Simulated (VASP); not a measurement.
A run of VASP 6.6.1:

INCAR

```
  PREC = Accurate
  ENCUT = 520
  EDIFF = 1E-7
  ISMEAR = 0
  SIGMA = 0.15
  LREAL = F
  LASPH = T
  NELM = 60
  ALGO = Fast
  ISIF = 2
  LWAVE = F
  LCHARG = F
  GGA = PS
  NBANDS = 36
```

File KPOINTS:

```
regular mesh
0
Gamma
  10 10 6
```

The input POSCAR:

```
Ti3Al5
1.0
    3.8832951200      0.0242705945      0.0000000000
    0.0242705945      3.8832951200      0.0000000000
    0.0000000000      0.0000000000      8.2968849545
Ti Al
3 5
Direct
    0.0000000000      0.0000000000      0.5000000000
    0.5000000000      0.5000000000      0.0000000000
    0.5000000000      0.5000000000      0.5000000000
    0.0000000000      0.5000000000      0.2523516175
    0.0000000000      0.5000000000      0.7476483825
    0.5000000000      0.0000000000      0.2523516175
    0.5000000000      0.0000000000      0.7476483825
    0.0000000000      0.0000000000      0.0000000000
```

Potentials or basis: VASP PAW PBE potentials, release 64 (Ti_sv, Al).

Run with:

```sh
$ cat potpaw_PBE.64/Ti_sv/POTCAR potpaw_PBE.64/Al/POTCAR > POTCAR
$ mpirun -np 1 vasp_std > vasp.out
```

Hardware: 1 thread of Oxide Virtual Turin-like Processor (shared host).

Task: How long does it take, and how much memory?

Result: It took 48 min on 1 thread of Oxide Virtual Turin-like Processor, with other jobs on the host, peak memory 0.5 GiB. Counts: scf iterations 47, k points 124.
